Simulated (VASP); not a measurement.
# HgH (Pm-3m) in VASP: density of states with PBE

Aim: the density of states of HgH with PBE.

Everything below comes from runs of VASP 6.6.1. Logs are shortened: lines on timing, memory, paths and dates and some standing lists are left out, and cuts for length are marked.

## (1) The cell of the first run

It takes space group Pm-3m (No. 221, cubic). Conventional cell: a = 3.114 Å, b = 3.114 Å, c = 3.114 Å, α = 90.00°, β = 90.00°, γ = 90.00°. Within 3.6 Å of H (site symmetry m-3m) lie 8 Hg at 2.70 Å and 6 H at 3.11 Å. Hg (site symmetry m-3m) has 8 H at 2.70 Å and 6 Hg at 3.11 Å within 3.6 Å.

## (2) Density of states, PBE

Contents of POSCAR:

```
HgH
1.0
    3.1143500000      0.0000000000      0.0000000000
    0.0000000000      3.1143500000      0.0000000000
    0.0000000000      0.0000000000      3.1143500000
H Hg
1 1
Direct
    0.5000000000      0.5000000000      0.5000000000
    0.0000000000      0.0000000000      0.0000000000
```

Contents of INCAR.step1:

```
SYSTEM = HgH
PREC     = Accurate       ! precision mode
ENCUT    = 400            ! plane-wave cutoff, eV
EDIFF    = 1E-6           ! SCF threshold, eV
ISMEAR   = 0              ! smearing method
SIGMA    = 0.1516         ! smearing width, eV
LREAL    = .False.        ! projectors in reciprocal space
LASPH    = .True.         ! aspherical terms in the spheres
NELM     = 120            ! most SCF steps
ALGO     = Normal         ! electronic algorithm
ISIF     = 2              ! what is computed and relaxed
LWAVE    = .False.        ! write WAVECAR
LCHARG   = .True.         ! write CHGCAR
GGA      = PE             ! functional
NBANDS   = 14             ! bands
GGA_COMPAT= .False.      
NEDOS    = 2001           ! points of the DOS
LORBIT   = 11             ! projections on sites
```

Contents of KPOINTS.step1:

```
regular mesh
0
Gamma
  11 11 11
  0 0 0
```

Contents of INCAR.step2:

```
SYSTEM = HgH
PREC     = Accurate       ! precision mode
ENCUT    = 400            ! plane-wave cutoff, eV
EDIFF    = 1E-6           ! SCF threshold, eV
ISMEAR   = -5             ! smearing method
SIGMA    = 0.1516         ! smearing width, eV
LREAL    = .False.        ! projectors in reciprocal space
LASPH    = .True.         ! aspherical terms in the spheres
NELM     = 120            ! most SCF steps
ALGO     = Normal         ! electronic algorithm
ISIF     = 2              ! what is computed and relaxed
LWAVE    = .False.        ! write WAVECAR
LCHARG   = .False.        ! write CHGCAR
GGA      = PE             ! functional
LORBIT   = 11             ! projections on sites
NBANDS   = 14             ! bands
NEDOS    = 1001           ! points of the DOS
ICHARG   = 11             ! starting density
GGA_COMPAT= .False.
```

Contents of KPOINTS.step2:

```
regular mesh
0
Gamma
  17 17 17
  0 0 0
```

Potentials or basis: VASP PAW PBE potentials, release 64 (H, Hg).

Launch:

```
$ cat potpaw_PBE.64/H/POTCAR potpaw_PBE.64/Hg/POTCAR > POTCAR
$ cp INCAR.step1 INCAR
$ cp KPOINTS.step1 KPOINTS
$ mpirun -np 1 vasp_std > vasp.out
$ cp INCAR.step2 INCAR
$ cp KPOINTS.step2 KPOINTS
$ mpirun -np 1 vasp_std > vasp.out
```

OUTCAR:

```text
SYSTEM = HgH
   PREC = Accurate
   ENCUT = 400
   EDIFF = 1E-6
   ISMEAR = -5
   LREAL = .False.
   LASPH = .True.
   NELM = 120
   ISIF = 2
   GGA = PE
   LORBIT = 11
   ICHARG = 11

 ion  position               nearest neighbor table
   1  0.500  0.500  0.500-
   2  0.000  0.000  0.000-

  LATTYP: Found a simple cubic cell.
 ALAT       =     3.1143500000

  Lattice vectors:

 A1 = (   3.1143500000,   0.0000000000,   0.0000000000)
 A2 = (   0.0000000000,   3.1143500000,   0.0000000000)
 A3 = (   0.0000000000,   0.0000000000,   3.1143500000)

Analysis of symmetry for initial positions (statically):
=====================================================================
 Subroutine PRICEL returns:
 Original cell was already a primitive cell.

 Routine SETGRP: Setting up the symmetry group for a
 simple cubic supercell.

 Subroutine GETGRP returns: Found 48 space group operations
 (whereof 48 operations were pure point group operations)
 out of a pool of 48 trial point group operations.

The static configuration has the point symmetry O_h .

Analysis of symmetry for dynamics (positions and initial velocities):
=====================================================================
 Subroutine PRICEL returns:
 Original cell was already a primitive cell.

 Routine SETGRP: Setting up the symmetry group for a
 simple cubic supercell.

 Subroutine GETGRP returns: Found 48 space group operations
 (whereof 48 operations were pure point group operations)
 out of a pool of 48 trial point group operations.

The dynamic configuration has the point symmetry O_h .

 Subroutine INISYM returns: Found 48 space group operations
 (whereof 48 operations are pure point group operations),
 and found     1 'primitive' translations

----------------------------------------------------------------------------------------

                                     Primitive cell

  volume of cell :      30.2066

  direct lattice vectors                    reciprocal lattice vectors
     3.114350000  0.000000000  0.000000000     0.321094289  0.000000000  0.000000000
     0.000000000  3.114350000  0.000000000     0.000000000  0.321094289  0.000000000
     0.000000000  0.000000000  3.114350000     0.000000000  0.000000000  0.321094289

  length of vectors
     3.114350000  3.114350000  3.114350000     0.321094289  0.321094289  0.321094289

  position of ions in fractional coordinates (direct lattice)
     0.500000000  0.500000000  0.500000000
     0.000000000  0.000000000  0.000000000

  ion indices of the primitive-cell ions
   primitive index   ion index
                 1           1
                 2           2

----------------------------------------------------------------------------------------

 KPOINTS: regular mesh

Automatic generation of k-mesh.
 Grid dimensions read from file:
 generate k-points for:   17   17   17

 Generating k-lattice:

  Cartesian coordinates                     Fractional coordinates (reciprocal lattice)
     0.018887899  0.000000000  0.000000000     0.058823529  0.000000000  0.000000000
     0.000000000  0.018887899  0.000000000     0.000000000  0.058823529  0.000000000
     0.000000000  0.000000000  0.018887899     0.000000000  0.000000000  0.058823529

  Length of vectors
     0.018887899  0.018887899  0.018887899

  Shift w.r.t. Gamma in fractional coordinates (k-lattice)
     0.000000000  0.000000000  0.000000000

 TETIRR: Found   2433 inequivalent tetrahedra from    29478

 Subroutine IBZKPT returns following result:
 ===========================================

 Found    165 irreducible k-points:

 Following reciprocal coordinates:
            Coordinates               Weight
  0.000000  0.000000  0.000000      1.000000
  0.058824  0.000000  0.000000      6.000000
  0.117647  0.000000  0.000000      6.000000
  0.176471  0.000000  0.000000      6.000000
  0.235294  0.000000  0.000000      6.000000
  0.294118  0.000000  0.000000      6.000000
[... 16 lines left out ...]
  0.411765  0.117647  0.000000     24.000000
  0.470588  0.117647  0.000000     24.000000
 [... further k-points ...]
   k-points           NKPTS =    165   k-points in BZ     NKDIM =    165   number of bands    NBANDS=     14
   number of dos      NEDOS =   1001   number of ions     NIONS =      2
   total plane-waves  NPLWV =   8000
   dimension x,y,z NGX =    20 NGY =   20 NGZ =   20
   dimension x,y,z NGXF=    40 NGYF=   40 NGZF=   40
   ions per type =               1   1
   NGX,Y,Z   is equivalent  to a cutoff of  10.68, 10.68, 10.68 a.u.
   NGXF,Y,Z  is equivalent  to a cutoff of  21.35, 21.35, 21.35 a.u.
 SYSTEM =  HgH
   PREC   = accura    normal or accurate (medium, high low for compatibility)
   ISTART =      0    job   : 0-new  1-cont  2-samecut
   ICHARG =     11    charge: 1-file 2-atom 10-const
   ISPIN  =      1    spin polarized calculation?
   LNONCOLLINEAR =      F non collinear calculations
   LSORBIT =      F    spin-orbit coupling
   LASPH  =      T    aspherical Exc in radial PAW
   ENCUT  =  400.0 eV  29.40 Ry    5.42 a.u.   5.08  5.08  5.08*2*pi/ulx,y,z
   NELM   =    120;   NELMIN=  2; NELMDL=  0     # of ELM steps
   EDIFF  = 0.1E-05   stopping-criterion for ELM
   LREAL  =      F    real-space projection
   EDIFFG = 0.1E-04   stopping-criterion for IOM
   NSW    =      0    number of steps for IOM
   IBRION =     -1    ionic relax: 0-MD 1-quasi-New 2-CG
   NFREE  =      0    steps in history (QN), initial steepest desc. (CG)
   ISIF   =      2    stress and relaxation
   ISYM   =      2    0-nonsym 1-usesym 2-fastsym
   POTIM  = 0.5000    time-step for ionic-motion
   TEBEG  =    0.0;   TEEND  =   0.0 temperature during run
   PSTRESS=    0.0 pullay stress
   NELECT =      13.0000    total number of electrons
   NUPDOWN=      -1.0000    fix difference up-down
   EMIN   =  10.00;   EMAX   =-10.00  energy-range for DOS
   EFERMI =   0.00;   METHOD = LEGACY
   ISMEAR =    -5;   SIGMA  =   0.15  broadening in eV -4-tet -1-fermi 0-gaus
   EFERMI_NEDOS =   21; number of points for ismear=-14 and -15
   IALGO  =     38    algorithm
   IMIX   =      4    mixing-type and parameters
     AMIX     =   0.40;   BMIX     =  1.00
     AMIX_MAG =   1.60;   BMIX_MAG =  1.00
  volume/ion in A,a.u.               =      15.10       101.92
  Fermi-wavevector in a.u.,A,eV,Ry     =   1.236010  2.335720 20.785891  1.527720
  Thomas-Fermi vector in A             =   2.370636
   LORBIT       =     11    0 simple, 1 ext, 2 COOP (PROOUT), +10 PAW based schemes
   GGA     = PE    functional components
   LHFCALC =     F    Hartree Fock is set to
   AEXX    =    0.0000 exact exchange contribution
   IVDW    =     0    specifies the selected vdW correction
   LEPSILON=     F    determine dielectric tensor
   LRPA    =     F    only Hartree local field effects (RPA)
 non-spin polarized calculation
 Fermi weights with tetrahedron method with Bloechl corrections
  energy-cutoff  :      400.00
  volume of cell :       30.21
 maximum number of plane-waves:       561

 number of electron      12.9999993 magnetization

 Free energy of the ion-electron system (eV)
  ---------------------------------------------------
  ext. energy  EPLUGINS =         0.00000000
  ---------------------------------------------------
  free energy    TOTEN  =        -1.82150566 eV

  energy without entropy =       -1.82150566  energy(sigma->0) =       -1.82150566

 E-fermi :   1.3563     XC(G=0): -10.3152

 val. band max:        1.4648051918   @ k =   0.4118   0.4118   0.0000
 cond. band min:       1.3701182707   @ k =   0.4118   0.3529   0.1765
 fundamental gap:     -0.0946869210
 Fermi energy:         1.3563278449

 k-point     1 :       0.0000    0.0000    0.0000
  band No.  band energies     occupation
      1      -7.2592      2.00000
      2      -5.9016      2.00000
      3      -5.9016      2.00000
      4      -4.2219      2.00000
      5      -4.2219      2.00000
      6      -4.2219      2.00000
      7       4.7435      0.00000
      8      10.2523      0.00000
      9      10.2523      0.00000
     10      10.2523      0.00000
     11      15.4814      0.00000
     12      15.4814      0.00000
     13      24.2740      0.00000
     14      24.2740      0.00000

 k-point     2 :       0.0588    0.0000    0.0000
  band No.  band energies     occupation
      1      -7.1997      2.00000
      2      -5.8967      2.00000
      3      -5.8695      2.00000
      4      -4.2416      2.00000
      5      -4.2416      2.00000
      6      -4.2203      2.00000
      7       4.5787      0.00000
      8      10.0656      0.00000
      9      10.3361      0.00000
     10      10.3361      0.00000
     11      15.4692      0.00000
     12      15.8982      0.00000
     13      23.9576      0.00000
     14      24.1857      0.00000

 k-point     3 :       0.1176    0.0000    0.0000
  band No.  band energies     occupation
      1      -7.0261      2.00000
      2      -5.8828      2.00000
      3      -5.7713      2.00000
      4      -4.2970      2.00000
      5      -4.2970      2.00000
      6      -4.2156      2.00000
      7       4.1032      0.00000
      8       9.6738      0.00000
      9      10.5835      0.00000
     10      10.5835      0.00000
     11      15.4335      0.00000
     12      16.9548      0.00000
     13      23.2264      0.00000
     14      23.3836      0.00000
[... 324 lines left out ...]
 k-point    23 :       0.4118    0.1176    0.0000
  band No.  band energies     occupation
      1      -5.7248      2.00000
      2      -5.5029      2.00000
      3      -5.0093      2.00000
      4      -4.7115      2.00000
      5      -4.2442      2.00000
      6      -3.3490      2.00000
      7      -0.3386      2.00000
      8       7.7893      0.00000
      9      11.9283      0.00000
     10      13.9339      0.00000
     11      14.5546      0.00000
     12      18.1190      0.00000
     13      18.5080      0.00000
     14      19.3272      0.00000

 k-point    24 :       0.4706    0.1176    0.0000
  band No.  band energies     occupation
      1      -5.7013      2.00000
      2      -5.4249      2.00000
      3      -5.0522      2.00000
      4      -4.7447      2.00000
      5      -4.2405      2.00000
      6      -2.6605      2.00000
      7      -1.1728      2.00000
      8       7.8281      0.00000
      9      11.9269      0.00000
     10      14.3776      0.00000
     11      14.4967      0.00000
     12      17.4085      0.00000
     13      18.5408      0.00000
     14      19.1818      0.00000

 [... further k-points ...]
[... 5 lines left out ...]
  --------------------------------------------------------------------------------------
  -------------------------------------------------------------------------------------
  Total       -0.3043735     -0.3043735     -0.3043735     -0.0000000      0.0000000     -0.0000000
  in kB      -16.1441486    -16.1441486    -16.1441486     -0.0000000      0.0000000     -0.0000000
  external PRESSURE =     -16.1441486 kB  Pullay stress =       0.0000000 kB

 VOLUME and BASIS-vectors are now :
 -----------------------------------------------------------------------------
  energy-cutoff  :      400.00
  volume of cell :       30.21
      direct lattice vectors                 reciprocal lattice vectors
     3.114350000  0.000000000  0.000000000     0.321094289  0.000000000  0.000000000
     0.000000000  3.114350000  0.000000000     0.000000000  0.321094289  0.000000000
     0.000000000  0.000000000  3.114350000     0.000000000  0.000000000  0.321094289

 POSITION                                       TOTAL-FORCE (eV/Angst)
 -----------------------------------------------------------------------------------
      1.55717      1.55717      1.55717         0.000000      0.000000      0.000000
      0.00000      0.00000      0.00000         0.000000      0.000000      0.000000
 -----------------------------------------------------------------------------------
    total drift:                               -0.000000      0.000000     -0.000000

  FREE ENERGIE OF THE ION-ELECTRON SYSTEM (eV)
  ---------------------------------------------------
  free  energy   TOTEN  =        -1.8215056555 eV

  energy  without entropy=       -1.8215056555  energy(sigma->0) =       -1.82150566

 total charge

# of ion       s       p       d       tot
------------------------------------------
    1        0.400   0.005   0.000   0.405
    2        0.809   0.214   9.361  10.384
--------------------------------------------------
tot          1.209   0.219   9.361  10.788
```

Run time: 26 s. Hardware: 1 thread of AMD EPYC 7R43 (Zen 3), shared host; peak memory 0.13 GiB.

Results:

```yaml
Valence_electrons_inside_the_program's_atomic_spheres: H 0.41; Hg 10.38
```

Caveat: spin-orbit coupling is left out, which moves the levels of the heavy elements; tetrahedron occupations give inexact forces and stress in metals.
